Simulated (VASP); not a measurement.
# LaP (Fm-3m) in VASP: a series of runs, part 2 of 2

VASP 6.6.1. Earlier steps stand in the parts before.

**3. Electric field gradients, LDA (volume scaled by 1.06)**

File INCAR:

```
ALGO = Normal
EDIFF = 1E-8
ENCUT = 520
GGA = CA
ISIF = 2
ISMEAR = -1
LASPH = True
LCHARG = False
LEFG = True
LREAL = False
LWAVE = False
NBANDS = 15
NELM = 100
PREC = Accurate
SIGMA = 0.03
```

File KPOINTS:

```
k-points
0
Gamma
  10 10 10
```

File POSCAR:

```
LaP
1.0
    0.0000000000      3.0715836276      3.0715836276
    3.0715836276      0.0000000000      3.0715836276
    3.0715836276      3.0715836276      0.0000000000
La P
1 1
Direct
    0.0000000000      0.0000000000      0.0000000000
    0.5000000000      0.5000000000      0.5000000000
```

Potentials or basis: VASP PAW LDA potentials, release 64 (La, P).

The run is started by

```bash
cat potpaw_LDA.64/La/POTCAR potpaw_LDA.64/P/POTCAR > POTCAR
mpirun -np 1 vasp_std > vasp.out
```

OUTCAR:

```text
EDIFF = 1E-8
   ENCUT = 520
   GGA = CA
   ISIF = 2
   ISMEAR = -1
   LASPH = True
   LREAL = False
   NELM = 100
   PREC = Accurate

 ion  position               nearest neighbor table
   1  0.000  0.000  0.000-   2 3.07   2 3.07   2 3.07   2 3.07   2 3.07   2 3.07
   2  0.500  0.500  0.500-   1 3.07   1 3.07   1 3.07   1 3.07   1 3.07   1 3.07

  LATTYP: Found a face centered cubic cell.
 ALAT       =     6.1431672552

  Lattice vectors:

 A1 = (   0.0000000000,   3.0715836276,   3.0715836276)
 A2 = (   3.0715836276,   0.0000000000,   3.0715836276)
 A3 = (   3.0715836276,   3.0715836276,   0.0000000000)

Analysis of symmetry for initial positions (statically):
=====================================================================
 Subroutine PRICEL returns:
 Original cell was already a primitive cell.

 Routine SETGRP: Setting up the symmetry group for a
 face centered cubic supercell.

 Subroutine GETGRP returns: Found 48 space group operations
 (whereof 48 operations were pure point group operations)
 out of a pool of 48 trial point group operations.

The static configuration has the point symmetry O_h .

Analysis of symmetry for dynamics (positions and initial velocities):
=====================================================================
 Subroutine PRICEL returns:
 Original cell was already a primitive cell.

 Routine SETGRP: Setting up the symmetry group for a
 face centered cubic supercell.

 Subroutine GETGRP returns: Found 48 space group operations
 (whereof 48 operations were pure point group operations)
 out of a pool of 48 trial point group operations.

The dynamic configuration has the point symmetry O_h .

 Subroutine INISYM returns: Found 48 space group operations
 (whereof 48 operations are pure point group operations),
 and found     1 'primitive' translations

----------------------------------------------------------------------------------------

                                     Primitive cell

  volume of cell :      57.9585

  direct lattice vectors                    reciprocal lattice vectors
     0.000000000  3.071583628  3.071583628    -0.162782480  0.162782480  0.162782480
     3.071583628  0.000000000  3.071583628     0.162782480 -0.162782480  0.162782480
     3.071583628  3.071583628  0.000000000     0.162782480  0.162782480 -0.162782480

  length of vectors
     4.343875224  4.343875224  4.343875224     0.281947526  0.281947526  0.281947526

  position of ions in fractional coordinates (direct lattice)
     0.000000000  0.000000000  0.000000000
     0.500000000  0.500000000  0.500000000

  ion indices of the primitive-cell ions
   primitive index   ion index
                 1           1
                 2           2

----------------------------------------------------------------------------------------

 KPOINTS: k-points

Automatic generation of k-mesh.
 Grid dimensions read from file:
 generate k-points for:   10   10   10
[... 75 lines left out ...]
   NELECT =      16.0000    total number of electrons
   NUPDOWN=      -1.0000    fix difference up-down
   EMIN   =  10.00;   EMAX   =-10.00  energy-range for DOS
   EFERMI =   0.00;   METHOD = LEGACY
   ISMEAR =    -1;   SIGMA  =   0.03  broadening in eV -4-tet -1-fermi 0-gaus
   EFERMI_NEDOS =   21; number of points for ismear=-14 and -15
   IALGO  =     38    algorithm
   IMIX   =      4    mixing-type and parameters
     AMIX     =   0.40;   BMIX     =  1.00
     AMIX_MAG =   1.60;   BMIX_MAG =  1.00
  volume/ion in A,a.u.               =      28.98       195.56
  Fermi-wavevector in a.u.,A,eV,Ry     =   1.065964  2.014380 15.460014  1.136279
  Thomas-Fermi vector in A             =   2.201533
   LORBIT       =      0    0 simple, 1 ext, 2 COOP (PROOUT), +10 PAW based schemes
   GGA     = CA    functional components
   LHFCALC =     F    Hartree Fock is set to
   AEXX    =    0.0000 exact exchange contribution
   IVDW    =     0    specifies the selected vdW correction
   LEPSILON=     F    determine dielectric tensor
   LRPA    =     F    only Hartree local field effects (RPA)
 non-spin polarized calculation
  energy-cutoff  :      520.00
  volume of cell :       57.96
 maximum number of plane-waves:      1588
   NGX = 17   NGY = 17   NGZ = 17

 number of electron      16.0000000 magnetization

 Free energy of the ion-electron system (eV)
  ---------------------------------------------------
  ext. energy  EPLUGINS =         0.00000000
  ---------------------------------------------------
  free energy    TOTEN  =       -14.57947372 eV

  energy without entropy =      -14.57897671  energy(sigma->0) =      -14.57922522

 E-fermi :   5.7959     XC(G=0):  -9.6940

 val. band max:        5.7365737483   @ k =   0.5000   0.5000   0.0000
 cond. band min:       5.8472282068   @ k =   0.4000   0.4000   0.0000
 fundamental gap:      0.1106544585
 Fermi energy:         5.7959174739

 k-point     1 :       0.0000    0.0000    0.0000
  band No.  band energies     occupation
      1     -26.0773      2.00000
      2      -9.6388      2.00000
      3      -9.6388      2.00000
      4      -9.6388      2.00000
      5      -3.2330      2.00000
      6       5.8553      0.24262
      7       5.8553      0.24262
      8       5.8553      0.24262
      9       7.4947      0.00000
     10       7.4947      0.00000
     11       7.4947      0.00000
     12       8.0766      0.00000
     13       8.3209      0.00000
     14       8.3209      0.00000
[... 401 lines left out ...]
      2     -10.0044      2.00000
      3      -9.7782      2.00000
      4      -9.7626      2.00000
      5      -2.6424      2.00000
      6       4.0601      2.00000
      7       5.1674      2.00000
      8       5.3747      2.00000
      9       6.3409      0.00000
     10       8.2875      0.00000
     11       8.3137      0.00000
     12       8.3542      0.00000
     13       8.3553      0.00000
     14       8.4572      0.00000
     15       8.6895      0.00000

 [... further k-points ...]
[... 5 lines left out ...]
  --------------------------------------------------------------------------------------
  -------------------------------------------------------------------------------------
  Total       -2.4505893     -2.4505893     -2.4505893      0.0000000     -0.0000000      0.0000000
  in kB      -67.7429484    -67.7429484    -67.7429484      0.0000000     -0.0000000      0.0000000
  external PRESSURE =     -67.7429484 kB  Pullay stress =       0.0000000 kB

 VOLUME and BASIS-vectors are now :
 -----------------------------------------------------------------------------
  energy-cutoff  :      520.00
  volume of cell :       57.96
      direct lattice vectors                 reciprocal lattice vectors
     0.000000000  3.071583628  3.071583628    -0.162782480  0.162782480  0.162782480
     3.071583628  0.000000000  3.071583628     0.162782480 -0.162782480  0.162782480
     3.071583628  3.071583628  0.000000000     0.162782480  0.162782480 -0.162782480

 POSITION                                       TOTAL-FORCE (eV/Angst)
 -----------------------------------------------------------------------------------
      0.00000      0.00000      0.00000         0.000000      0.000000      0.000000
      3.07158      3.07158      3.07158         0.000000      0.000000      0.000000
 -----------------------------------------------------------------------------------
    total drift:                                0.000000     -0.000000     -0.000000

  FREE ENERGIE OF THE ION-ELECTRON SYSTEM (eV)
  ---------------------------------------------------
  free  energy   TOTEN  =       -14.5794737205 eV

  energy  without entropy=      -14.5789767110  energy(sigma->0) =      -14.57922522

 Electric field gradients (V/A^2)
---------------------------------------------------------------------
 ion       V_xx      V_yy      V_zz      V_xy      V_xz      V_yz
---------------------------------------------------------------------
   1      -0.000    -0.000     0.000    -0.000    -0.000    -0.000
   2       0.000     0.000     0.000     0.000     0.000     0.000
---------------------------------------------------------------------

 Electric field gradients after diagonalization (V/A^2)
 (convention: |V_zz| > |V_xx| > |V_yy|)
----------------------------------------------------------------------
 ion       V_xx      V_yy      V_zz     asymmetry (V_yy - V_xx)/ V_zz
----------------------------------------------------------------------
   1       0.000     0.000    -0.001       0.000
   2      -0.000    -0.000     0.000       0.000
----------------------------------------------------------------------

           NMR quadrupolar parameters

 Cq : quadrupolar parameter    Cq=e*Q*V_zz/h
 eta: asymmetry parameters     (V_yy - V_xx)/ V_zz
 Q  : nuclear electric quadrupole moment in mb (millibarn)
----------------------------------------------------------------------
 ion       Cq(MHz)       eta       Q (mb)
----------------------------------------------------------------------
   1      -0.000       0.000       1.000
   2       0.000       0.000       1.000
----------------------------------------------------------------------
```

OSZICAR:

```text
N       E                     dE             d eps       ncg     rms          rms(c)
DAV:   1     0.126250697321E+03    0.12625E+03   -0.56632E+03  1410   0.135E+03
DAV:   2    -0.150952310243E+01   -0.12776E+03   -0.11615E+03  1767   0.191E+02
DAV:   3    -0.143072130055E+02   -0.12798E+02   -0.12390E+02  1933   0.991E+01
DAV:   4    -0.149638641478E+02   -0.65665E+00   -0.65419E+00  2657   0.171E+01
DAV:   5    -0.149793976443E+02   -0.15533E-01   -0.15531E-01  1819   0.251E+00    0.403E+00
DAV:   6    -0.146033341499E+02    0.37606E+00   -0.16535E+00  2449   0.522E+00    0.273E+00
DAV:   7    -0.145852800831E+02    0.18054E-01   -0.72143E-02  2460   0.167E+00    0.129E+00
DAV:   8    -0.145798633287E+02    0.54168E-02   -0.12843E-02  2455   0.123E+00    0.222E-01
DAV:   9    -0.145794957162E+02    0.36761E-03   -0.21754E-03  2667   0.428E-01    0.132E-01
DAV:  10    -0.145795030602E+02   -0.73440E-05   -0.36217E-04  2478   0.194E-01    0.587E-02
DAV:  11    -0.145794780725E+02    0.24988E-04   -0.33469E-04  2539   0.170E-01    0.120E-02
DAV:  12    -0.145794738324E+02    0.42401E-05   -0.40950E-05  2497   0.546E-02    0.310E-03
DAV:  13    -0.145794737144E+02    0.11808E-06   -0.12871E-06  2431   0.102E-02    0.756E-04
DAV:  14    -0.145794737205E+02   -0.61189E-08   -0.69039E-08  2239   0.144E-03
   1 F= -.14579474E+02 E0= -.14579225E+02  d E =-.497009E-03
```

It took 28 s on 1 thread of AMD EPYC 9R45 (Zen 5), shared host; peak memory 0.16 GiB.

What came out:

| Quantity | Value |
| --- | --- |
| Free energy | -14.5795 eV |
| Pressure | -6.8 GPa |
| Band gap on the k mesh | zero (band 8 reaches 5.86 eV, above the bottom of band 9 at 5.74 eV) |

Caveat: without QUAD_EFG the Cq values of the log hold for a quadrupole moment of 1 mb, not for the nuclei; spin-orbit coupling is left out, which moves the levels of the heavy elements.
